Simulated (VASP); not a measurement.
Wanted: the native input for a VASP 6.6.1 run.

```yaml
Task: single point
Functional: PBE
Potentials_or_basis: VASP PAW PBE potentials, release 64 (Mo_sv)
Cutoff: 520 eV
k_mesh: 10 × 10 × 10
Occupations: methfessel-paxton, width 0.1 eV
Spin: no spin polarisation
Further_INCAR_settings: ALGO = Normal; EDIFF = 1e-07
```

The structure of Mo lies in POSCAR:

```
Mo
1.0
   -1.5838089719      1.5838089719      1.5838089719
    1.5838089719     -1.5838089719      1.5838089719
    1.5838089719      1.5838089719     -1.5838089719
Mo
1
Direct
    0.0000000000      0.0000000000      0.0000000000
```

These files were run (other wordings do the same):

INCAR

```
PREC = Accurate ; ENCUT = 520
EDIFF = 1E-7 ; ISMEAR = 1
SIGMA = 0.1 ; LREAL = F
LASPH = T ; ALGO = Normal
NELM = 100 ; ISIF = 2
LWAVE = F ; LCHARG = F
```

KPOINTS

```
k-points
0
Gamma
  10 10 10
```

Potentials or basis: VASP PAW PBE potentials, release 64 (Mo_sv).

Run with:

```sh
$ cat potpaw_PBE.64/Mo_sv/POTCAR > POTCAR
$ mpirun -np 1 vasp_std > vasp.out
```

It gave:

```yaml
Pressure: -1.7 GPa
Band_gap_on_the_k_mesh: zero (bands 7 and 8 overlap by 5.23 eV)
```

Wall time 6.5 s on 1 thread of Intel(R) Xeon(R) Platinum 8259CL CPU @ 2.50GHz (Skylake/Cascade Lake), on a shared host, peak memory 0.12 GiB.
